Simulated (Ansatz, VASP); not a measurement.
# Al3TeO4 in VASP and in Ansatz

```
Al Te O
1.0
     4.86581    0.00000    0.00000
     0.00000    4.86581    0.00000
     0.00000    0.00000    4.86581
Al Te O
3 1 4
Direct
  0.50000 0.00000 0.00000
  0.00000 0.50000 0.00000
  0.00000 0.00000 0.50000
  0.00000 0.00000 0.00000
  0.00000 0.50000 0.50000
  0.50000 0.00000 0.50000
  0.50000 0.50000 0.00000
  0.50000 0.50000 0.50000
```

Alike in both runs: functional PBE; k mesh 8 × 8 × 8; occupations gaussian, width 0.1 eV; no spin polarisation.

Ansatz relaxed the structure, and its values are those at the end. VASP's run is a single point on that final structure, the one shown.

```csv
,VASP,Ansatz
version,VASP 6.6.1,Ansatz 0.2.0
potentials or method,"VASP PAW PBE potentials, release 64 (Al, Te, O), cutoff 520 eV","scalar-relativistic, plane waves, PAW"
valence electrons in the cell,39,49
```

```csv
,VASP,Ansatz,Ansatz less VASP
gap on the k mesh at the Fermi level (eV),none,none,-
pressure (GPa),0.1,0.0,-0.09
```

A gap of «none» marks a metal or a gap that the smearing closes. VASP's potentials hold 39 valence electrons a cell and Ansatz's 49, so a difference there can come from the potentials and not from the codes.

Neither program's run includes spin-orbit coupling.
